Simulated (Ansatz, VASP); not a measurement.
## Pd: VASP beside Ansatz

```
Pd
1.0
     2.79032    0.00000    0.00000
     0.00000    3.94610    0.00000
     0.00000    0.00000   18.79030
Pd
3
Direct
  0.00000 0.00000 0.42962
  0.50000 0.50000 0.50000
  0.00000 0.00000 0.57038
```

Alike in both runs: functional PBE; k mesh 12 × 8 × 1; occupations fermi-dirac, width 0.1 eV; no spin polarisation.

Ansatz relaxed the structure, and its values are those at the end. VASP's run is a single point on that final structure, the one shown.

|  | VASP | Ansatz |
| --- | --- | --- |
| version | VASP 6.6.1 | Ansatz 0.2.0 |
| potentials or method | VASP PAW PBE potentials, release 64 (Pd) | PAW with Ansatz's default frozen-core files, scalar-relativistic |
| plane-wave cutoff (eV) | 520 | 420 |
| valence electrons in the cell | 30 | 54 |

```tsv
	VASP	Ansatz	Ansatz less VASP
rms of the force components (eV/Å)	0.012	0.000	-0.0124
```

VASP's potentials hold 30 valence electrons a cell and Ansatz's 54, so a difference there can come from the potentials and not from the codes. Ansatz's warnings: stress scf threshold loose.
